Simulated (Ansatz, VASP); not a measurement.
## HfO2: VASP beside Ansatz

The input INCAR:

```
PREC = Accurate
ENCUT = 520
EDIFF = 1E-7
ISMEAR = 0
SIGMA = 0.05
LREAL = False
LASPH = True
NELM = 100
ALGO = Normal
ISIF = 2
LWAVE = False
LCHARG = False
GGA = PE
NBANDS = 31
```

KPOINTS

```
regular mesh
0
Gamma
  6 6 4
```

File POSCAR:

```
HfO2
1.0
    4.0097890722      0.0000000000      0.0000000000
    0.0000000000      3.6043047840      0.0000000000
    0.0000000000      0.0000000000      5.2639672632
Hf O
2 4
Direct
    0.5000000000      0.5000000000      0.5000000000
    0.0000000000      0.0000000000      0.0000000000
    0.0000000000      0.5000000000      0.6932520948
    0.5000000000      0.0000000000      0.8067479052
    0.5000000000      0.0000000000      0.3067479052
    0.0000000000      0.5000000000      0.1932520948
```

Input for Ansatz:

```yaml
crystal:
  lattice:
    - [4.0097890722, 0.0, 0.0]
    - [0.0, 3.604304784, 0.0]
    - [0.0, 0.0, 5.2639672632]
  atoms:
    - { symbol: Hf, position: [0.5, 0.5, 0.5] }
    - { symbol: Hf, position: [0.0, 0.0, 0.0] }
    - { symbol: O, position: [0.0, 0.5, 0.6932520948] }
    - { symbol: O, position: [0.5, 0.0, 0.8067479052] }
    - { symbol: O, position: [0.5, 0.0, 0.3067479052] }
    - { symbol: O, position: [0.0, 0.5, 0.1932520948] }
basis:
  ecutwfc: 420
kpoints:
  mp_grid: { grid: [6, 6, 4] }
hamiltonian:
  xc: pbe
scf:
  occupations: { method: gaussian, width: 0.05 }
output:
  forces: true
  stress: true
  eigenvalues: true
```

Change from the starting cell: strain +0.1125 x Voigt [1, 0, 0, 0, 0, 0], atoms carried along.

Alike in both runs: task single point; functional PBE; k mesh 6 × 6 × 4; occupations gaussian, width 0.05 eV; no spin polarisation.

|  | VASP | Ansatz |
| --- | --- | --- |
| version | VASP 6.6.1 | Ansatz 0.2.0 |
| potentials or method | VASP PAW PBE potentials, release 64 (Hf_pv, O), cutoff 520 eV | scalar-relativistic, plane waves, PAW |
| valence electrons in the cell | 44 | 76 |

Ansatz gave:

| Property | Result |
| --- | --- |
| gap on the k mesh at the Fermi level (eV) | 3.89 |
| least direct gap on the mesh (eV) | 3.96 |
| pressure (GPa) | -18.8 |
| traceless stress, the component that is largest in VASP (GPa) | -12.54 |
| rms of the force components (eV/Å) | 0.533 |

**Question.** What did VASP give for the same quantities?

**Answer.** gap on the k mesh at the Fermi level (eV): 3.84; least direct gap on the mesh (eV): 3.92; pressure (GPa): -21.2; traceless stress, the component that is largest in VASP (GPa): -12.28; rms of the force components (eV/Å): 0.523.

Atom by atom the forces differ by 0.032 eV/Å (rms over components). With one functional, cell and mesh, what is left measures potentials, basis and numerics. VASP's potentials hold 44 valence electrons a cell and Ansatz's 76, so a difference there can come from the potentials and not from the codes.

Neither program's run includes spin-orbit coupling.
